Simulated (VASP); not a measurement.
# ZnO (P6_3mc) in VASP: a series of runs

The runs below take ZnO through single point, with r2SCAN.

All numbers are computed with VASP 6.6.1; they aren't measurements. Logs are shortened: lines on timing, memory, paths and dates and some standing lists are left out, and cuts for length are marked.

**Measured values to compare with.**

From “Electronic structure of alkaline earth and post-transition metal oxides”, 2009, arxiv:0908.1581, for a bulk crystal of ZnO: band gap 3.37 eV.

The results are compared with them further down.

**1. The cell of the first run**

It takes space group P6_3mc (No. 186, hexagonal). Conventional cell: a = 3.249 Å, b = 3.249 Å, c = 5.204 Å, α = 90.00°, β = 90.00°, γ = 120.00°. Within 2.6 Å of Zn (site symmetry 3m) lie 4 O at 1.97 to 1.99 Å. O (site symmetry 3m) has 4 Zn at 1.97 to 1.99 Å within 2.6 Å.

**2. Single point, r2SCAN**

The input, POSCAR:

```
ZnO
1.0
    3.2493987239      0.0000000000      0.0000000000
   -1.6246993619      2.8140618419      0.0000000000
    0.0000000000      0.0000000000      5.2038000000
Zn O
2 2
Direct
    0.3333333333      0.6666666667      0.0000000000
    0.6666666667      0.3333333333      0.5000000000
    0.3333333333      0.6666666667      0.3821000000
    0.6666666667      0.3333333333      0.8821000000
```

The input, INCAR.step1:

```
SYSTEM = ZnO
ALGO = Normal
EDIFF = 1E-4
ENCUT = 520
GGA = PE
ISMEAR = 0
LASPH = .True.
LCHARG = .False.
LREAL = .False.
LWAVE = .True.
NBANDS = 26
NELM = 60
PREC = Accurate
SIGMA = 0.05
```

The input, INCAR.step2:

```
SYSTEM = ZnO
ALGO = Normal
EDIFF = 1E-6
ENCUT = 520
ISIF = 2
ISMEAR = 0
ISTART = 1
LASPH = .True.
LCHARG = .False.
LMIXTAU = .True.
LREAL = .False.
LWAVE = .False.
METAGGA = R2SCAN
NBANDS = 26
NELM = 60
PREC = Accurate
SIGMA = 0.05
```

The input, KPOINTS:

```
k-points
0
Gamma
  12 12 6
  0 0 0
```

Potentials or basis: VASP PAW PBE potentials, release 64 (Zn, O).

The run is started by

```sh
> cat potpaw_PBE.64/Zn/POTCAR potpaw_PBE.64/O/POTCAR > POTCAR
> cp INCAR.step1 INCAR
> mpirun -np 1 vasp_std > vasp.out
> cp INCAR.step2 INCAR
> mpirun -np 1 vasp_std > vasp.out
```

OUTCAR:

```text
SYSTEM = ZnO
   EDIFF = 1E-6
   ENCUT = 520
   ISIF = 2
   ISMEAR = 0
   ISTART = 1
   LASPH = .True.
   LREAL = .False.
   METAGGA = R2SCAN
   NELM = 60
   PREC = Accurate

 ion  position               nearest neighbor table
   1  0.333  0.667  0.000-   4 1.97   4 1.97   4 1.97   3 1.99
   2  0.667  0.333  0.500-   3 1.97   3 1.97   3 1.97   4 1.99
   3  0.333  0.667  0.382-   2 1.97   2 1.97   2 1.97   1 1.99
   4  0.667  0.333  0.882-   1 1.97   1 1.97   1 1.97   2 1.99

  LATTYP: Found a hexagonal cell.
 ALAT       =     3.2493987239
 C/A-ratio  =     1.6014655148

  Lattice vectors:

 A1 = (   3.2493987239,   0.0000000000,   0.0000000000)
 A2 = (  -1.6246993619,   2.8140618419,   0.0000000000)
 A3 = (   0.0000000000,   0.0000000000,   5.2038000000)

Analysis of symmetry for initial positions (statically):
=====================================================================
 Subroutine PRICEL returns:
 Original cell was already a primitive cell.

 Routine SETGRP: Setting up the symmetry group for a
 hexagonal supercell.

 Subroutine GETGRP returns: Found 12 space group operations
 (whereof  6 operations were pure point group operations)
 out of a pool of 24 trial point group operations.

The static configuration has the point symmetry C_3v.
 The point group associated with its full space group is C_6v.

Analysis of symmetry for dynamics (positions and initial velocities):
=====================================================================
 Subroutine PRICEL returns:
 Original cell was already a primitive cell.

 Routine SETGRP: Setting up the symmetry group for a
 hexagonal supercell.

 Subroutine GETGRP returns: Found 12 space group operations
 (whereof  6 operations were pure point group operations)
 out of a pool of 24 trial point group operations.

The dynamic configuration has the point symmetry C_3v.
 The point group associated with its full space group is C_6v.

 Subroutine INISYM returns: Found 12 space group operations
 (whereof  6 operations are pure point group operations),
 and found     1 'primitive' translations

----------------------------------------------------------------------------------------

                                     Primitive cell

  volume of cell :      47.5836

  direct lattice vectors                    reciprocal lattice vectors
     3.249398724  0.000000000  0.000000000     0.307749244  0.177679109  0.000000000
    -1.624699362  2.814061842  0.000000000     0.000000000  0.355358217  0.000000000
     0.000000000  0.000000000  5.203800000     0.000000000  0.000000000  0.192167262

  length of vectors
     3.249398724  3.249398724  5.203800000     0.355358217  0.355358217  0.192167262

  position of ions in fractional coordinates (direct lattice)
     0.333333333  0.666666667  0.000000000
     0.666666667  0.333333333  0.500000000
     0.333333333  0.666666667  0.382100000
     0.666666667  0.333333333  0.882100000

  ion indices of the primitive-cell ions
   primitive index   ion index
                 1           1
                 2           2
                 3           3
                 4           4

----------------------------------------------------------------------------------------

 KPOINTS: k-points

Automatic generation of k-mesh.
 Grid dimensions read from file:
 generate k-points for:   12   12    6

 Generating k-lattice:

  Cartesian coordinates                     Fractional coordinates (reciprocal lattice)
     0.025645770  0.014806592  0.000000000     0.083333333  0.000000000  0.000000000
     0.000000000  0.029613185  0.000000000     0.000000000  0.083333333  0.000000000
     0.000000000  0.000000000  0.032027877     0.000000000  0.000000000  0.166666667

  Length of vectors
     0.029613185  0.029613185  0.032027877

  Shift w.r.t. Gamma in fractional coordinates (k-lattice)
     0.000000000  0.000000000  0.000000000

 Subroutine IBZKPT returns following result:
 ===========================================

 Found     76 irreducible k-points:

 Following reciprocal coordinates:
            Coordinates               Weight
  0.000000  0.000000  0.000000      1.000000
  0.083333  0.000000  0.000000      6.000000
  0.166667  0.000000  0.000000      6.000000
  0.250000  0.000000  0.000000      6.000000
  0.333333  0.000000  0.000000      6.000000
  0.416667  0.000000  0.000000      6.000000
[... 16 lines left out ...]
  0.250000  0.000000  0.166667     12.000000
  0.333333  0.000000  0.166667     12.000000
 [... further k-points ...]
   k-points           NKPTS =     76   k-points in BZ     NKDIM =     76   number of bands    NBANDS=     26
   number of dos      NEDOS =    301   number of ions     NIONS =      4
   total plane-waves  NPLWV =  23040
   dimension x,y,z NGX =    24 NGY =   24 NGZ =   40
   dimension x,y,z NGXF=    48 NGYF=   48 NGZF=   80
   ions per type =               2   2
   NGX,Y,Z   is equivalent  to a cutoff of  12.28, 12.28, 12.78 a.u.
   NGXF,Y,Z  is equivalent  to a cutoff of  24.56, 24.56, 25.56 a.u.
 SYSTEM =  ZnO
   PREC   = accura    normal or accurate (medium, high low for compatibility)
   ISTART =      1    job   : 0-new  1-cont  2-samecut
   ICHARG =      0    charge: 1-file 2-atom 10-const
   ISPIN  =      1    spin polarized calculation?
   LNONCOLLINEAR =      F non collinear calculations
   LSORBIT =      F    spin-orbit coupling
   LASPH  =      T    aspherical Exc in radial PAW
   ENCUT  =  520.0 eV  38.22 Ry    6.18 a.u.   6.04  6.04  9.68*2*pi/ulx,y,z
   NELM   =     60;   NELMIN=  2; NELMDL=  0     # of ELM steps
   EDIFF  = 0.1E-05   stopping-criterion for ELM
   LREAL  =      F    real-space projection
   EDIFFG = 0.1E-04   stopping-criterion for IOM
   NSW    =      0    number of steps for IOM
   IBRION =     -1    ionic relax: 0-MD 1-quasi-New 2-CG
   NFREE  =      0    steps in history (QN), initial steepest desc. (CG)
   ISIF   =      2    stress and relaxation
   ISYM   =      2    0-nonsym 1-usesym 2-fastsym
   POTIM  = 0.5000    time-step for ionic-motion
   TEBEG  =    0.0;   TEEND  =   0.0 temperature during run
   PSTRESS=    0.0 pullay stress
   NELECT =      36.0000    total number of electrons
   NUPDOWN=      -1.0000    fix difference up-down
   EMIN   =  10.00;   EMAX   =-10.00  energy-range for DOS
   EFERMI =   0.00;   METHOD = LEGACY
   ISMEAR =     0;   SIGMA  =   0.05  broadening in eV -4-tet -1-fermi 0-gaus
   EFERMI_NEDOS =   21; number of points for ismear=-14 and -15
   IALGO  =     38    algorithm
   IMIX   =      4    mixing-type and parameters
     AMIX     =   0.40;   BMIX     =  1.00
     AMIX_MAG =   1.60;   BMIX_MAG =  1.00
  volume/ion in A,a.u.               =      11.90        80.28
  Fermi-wavevector in a.u.,A,eV,Ry     =   1.491729  2.818959 30.276436  2.225255
  Thomas-Fermi vector in A             =   2.604347
   LORBIT       =      0    0 simple, 1 ext, 2 COOP (PROOUT), +10 PAW based schemes
   METAGGA = R2SCAN    functional components
   LHFCALC =     F    Hartree Fock is set to
   AEXX    =    0.0000 exact exchange contribution
   IVDW    =     0    specifies the selected vdW correction
   LEPSILON=     F    determine dielectric tensor
   LRPA    =     F    only Hartree local field effects (RPA)
 non-spin polarized calculation
 Gauss-broadening in eV      SIGMA  =   0.05
  energy-cutoff  :      520.00
  volume of cell :       47.58
 maximum number of plane-waves:      1302
   NGX = 13   NGY = 13   NGZ = 19

 number of electron      36.0000016 magnetization

 Free energy of the ion-electron system (eV)
  ---------------------------------------------------
  ext. energy  EPLUGINS =         0.00000000
  ---------------------------------------------------
  free energy    TOTEN  =       -36.31739937 eV

  energy without entropy =      -36.31739937  energy(sigma->0) =      -36.31739937

 E-fermi :   1.0790     XC(G=0): -11.6636

 val. band max:        0.8497581851   @ k =   0.0000   0.0000   0.0000
 cond. band min:       2.0791527996   @ k =   0.0000   0.0000   0.0000
 fundamental gap:      1.2293946145
 Fermi energy:         1.0789701316

 k-point     1 :       0.0000    0.0000    0.0000
  band No.  band energies     occupation
      1     -18.2330      2.00000
      2     -17.5408      2.00000
      3      -4.9778      2.00000
      4      -4.9778      2.00000
      5      -4.8861      2.00000
      6      -4.8162      2.00000
[... 18 lines left out ...]
     25      15.8684      0.00000
     26      15.8686      0.00000

 k-point     2 :       0.0833    0.0000    0.0000
  band No.  band energies     occupation
      1     -18.1964      2.00000
      2     -17.5246      2.00000
      3      -5.0189      2.00000
      4      -4.9536      2.00000
      5      -4.8614      2.00000
      6      -4.7974      2.00000
[... 18 lines left out ...]
     25      15.9562      0.00000
     26      15.9746      0.00000

 k-point     3 :       0.1667    0.0000    0.0000
  band No.  band energies     occupation
      1     -18.0938      2.00000
      2     -17.4820      2.00000
      3      -5.1147      2.00000
      4      -4.8894      2.00000
      5      -4.8414      2.00000
      6      -4.7660      2.00000
[... 18 lines left out ...]
     25      15.7285      0.00000
     26      16.0858      0.00000

 k-point     4 :       0.2500    0.0000    0.0000
  band No.  band energies     occupation
      1     -17.9450      2.00000
      2     -17.4282      2.00000
      3      -5.2093      2.00000
      4      -4.8667      2.00000
      5      -4.8082      2.00000
      6      -4.6618      2.00000
[... 18 lines left out ...]
     25      15.0490      0.00000
     26      15.9185      0.00000
[... 496 lines left out ...]
      1     -18.0539      2.00000
      2     -17.5239      2.00000
      3      -5.1397      2.00000
      4      -4.9362      2.00000
      5      -4.8794      2.00000
      6      -4.7977      2.00000
[... 18 lines left out ...]
     25      14.9005      0.00000
     26      15.8403      0.00000

 k-point    23 :       0.2500    0.0000    0.1667
  band No.  band energies     occupation
      1     -17.9104      2.00000
      2     -17.4628      2.00000
      3      -5.2361      2.00000
      4      -4.9609      2.00000
      5      -4.7940      2.00000
      6      -4.6867      2.00000
[... 18 lines left out ...]
     25      15.0433      0.00000
     26      15.7747      0.00000

 k-point    24 :       0.3333    0.0000    0.1667
  band No.  band energies     occupation
      1     -17.7539      2.00000
      2     -17.4102      2.00000
      3      -5.2786      2.00000
      4      -4.9913      2.00000
      5      -4.7188      2.00000
      6      -4.5530      2.00000
[... 18 lines left out ...]
     25      15.1158      0.00000
     26      15.7436      0.00000

 [... further k-points ...]

------------------------ aborting loop because EDIFF is reached ----------------------------------------

  FORCE on cell =-STRESS in cart. coord.  units (eV):
  Direction    XX          YY          ZZ          XY          YZ          ZX
  --------------------------------------------------------------------------------------
  -------------------------------------------------------------------------------------
  Total       -0.0612428     -0.0612428      0.0417947     -0.0000000      0.0000000     -0.0000000
  in kB       -2.0620930     -2.0620930      1.4072612     -0.0000000      0.0000000     -0.0000000
  external PRESSURE =      -0.9056416 kB  Pullay stress =       0.0000000 kB

 VOLUME and BASIS-vectors are now :
 -----------------------------------------------------------------------------
  energy-cutoff  :      520.00
  volume of cell :       47.58
      direct lattice vectors                 reciprocal lattice vectors
     3.249398724  0.000000000  0.000000000     0.307749244  0.177679109  0.000000000
    -1.624699362  2.814061842  0.000000000     0.000000000  0.355358217  0.000000000
     0.000000000  0.000000000  5.203800000     0.000000000  0.000000000  0.192167262

 POSITION                                       TOTAL-FORCE (eV/Angst)
 -----------------------------------------------------------------------------------
     -0.00000      1.87604      0.00000         0.000000     -0.000000      0.019375
      1.62470      0.93802      2.60190        -0.000000      0.000000      0.019375
     -0.00000      1.87604      1.98837         0.000000      0.000000     -0.019375
      1.62470      0.93802      4.59027         0.000000      0.000000     -0.019375
 -----------------------------------------------------------------------------------
    total drift:                               -0.000000      0.000000     -0.096466

  FREE ENERGIE OF THE ION-ELECTRON SYSTEM (eV)
  ---------------------------------------------------
  free  energy   TOTEN  =       -36.3173993682 eV

  energy  without entropy=      -36.3173993682  energy(sigma->0) =      -36.31739937
```

Run time: 3.2 min. Hardware: 1 thread of Intel Xeon Platinum 8259CL at 2.50GHz (Skylake/Cascade Lake), shared host; peak memory 0.22 GiB.

Results:

```yaml
Free_energy: -36.3174 eV
Pressure: -0.1 GPa
Largest_force: 0.019 eV/Å
Band_gap_on_the_k_mesh: 1.23 eV
```

Forces on the atoms (eV/Å):
```
Zn   0.000  0.000  0.019
Zn   0.000  0.000  0.019
O    0.000  0.000 -0.019
O    0.000  0.000 -0.019
```

Stress tensor (GPa, compression positive):
```
-0.21  0.00  0.00
 0.00 -0.21  0.00
 0.00  0.00  0.14
```

Caveat: the PAW data sets were made with another functional, which shifts forces and pressure a little.

**3. Single point, r2SCAN**

POSCAR is that of step 2.

The input, INCAR.step1:

```
PREC = Accurate
ENCUT = 520
ISMEAR = 0
SIGMA = 0.05
LREAL = False
LASPH = True
NELM = 60
NBANDS = 26
GGA = PE
ALGO = Normal
EDIFF = 1E-4
LWAVE = True
LCHARG = False
```

The input, INCAR.step2:

```
PREC = Accurate
ENCUT = 520
EDIFF = 1E-6
ISMEAR = 0
SIGMA = 0.05
LREAL = False
LASPH = True
NELM = 60
ALGO = Normal
ISIF = 2
LWAVE = False
LCHARG = False
METAGGA = R2SCAN
LMIXTAU = True
NBANDS = 26
ISTART = 1
```

The input, KPOINTS:

```
Automatic mesh
0
Gamma
  12 12 6
```

Potentials or basis: VASP PAW PBE potentials, release 64 (Zn, O).

The run is started by

```sh
> cat potpaw_PBE.64/Zn/POTCAR potpaw_PBE.64/O/POTCAR > POTCAR
> cp INCAR.step1 INCAR
> mpirun -np 1 vasp_std > vasp.out
> cp INCAR.step2 INCAR
> mpirun -np 1 vasp_std > vasp.out
```

Run time: 3.2 min. Hardware: 1 thread of Intel Xeon Platinum 8259CL at 2.50GHz (Skylake/Cascade Lake), shared host; peak memory 0.22 GiB.

Results (log left out):

```
Free energy            : -36.3174 eV
Pressure               : -0.1 GPa
Largest force          : 0.019 eV/Å
Band gap on the k mesh : 1.23 eV
```

Forces on the atoms (eV/Å):
```
Zn   0.000  0.000  0.019
Zn   0.000  0.000  0.019
O    0.000  0.000 -0.019
O    0.000  0.000 -0.019
```

Stress tensor (GPa, compression positive):
```
-0.21  0.00  0.00
 0.00 -0.21  0.00
 0.00  0.00  0.14
```

Levels at points of the mesh, in eV from the valence-band top:
```tsv
k point	band 14	band 15	band 16	band 17	band 18	band 19	band 20	band 21	band 22	band 23
(0.00, 0.00, 0.00)	-0.80	-0.80	-0.10	0.00	0.00	1.23	5.82	8.85	13.63	13.63
(0.50, 0.00, 0.00)	-3.60	-2.84	-2.32	-1.28	-0.88	6.40	7.34	8.12	9.24	11.36
(0.00, 0.00, 0.50)	-2.23	-0.40	-0.40	-0.40	-0.40	3.93	3.93	10.82	10.82	13.93
(0.50, 0.00, 0.50)	-3.78	-1.55	-1.55	-1.37	-1.37	6.25	6.25	9.14	9.14	11.95
```

Caveat: the PAW data sets were made with another functional, which shifts forces and pressure a little.

**4. Comparison with measurements**

Step 2. Against the measured gap of ZnO, 3.37 eV (quoted in “Electronic structure of alkaline earth and post-transition metal oxides”, 2009, arxiv:0908.1581), the calculated 1.23 eV is off by -2.14 eV. So large a miss can be the level of theory's own, or it may mean another phase, state or a wrong row. The value is that of r2SCAN, without temperature or zero-point motion.

Step 3. A measured gap of ZnO is 3.37 eV (quoted in “Electronic structure of alkaline earth and post-transition metal oxides”, 2009, arxiv:0908.1581); the calculated 1.23 eV misses it by -2.14 eV. So large a miss can be the level of theory's own, or it may mean another phase, state or a wrong row. The value is that of r2SCAN, without temperature or zero-point motion.
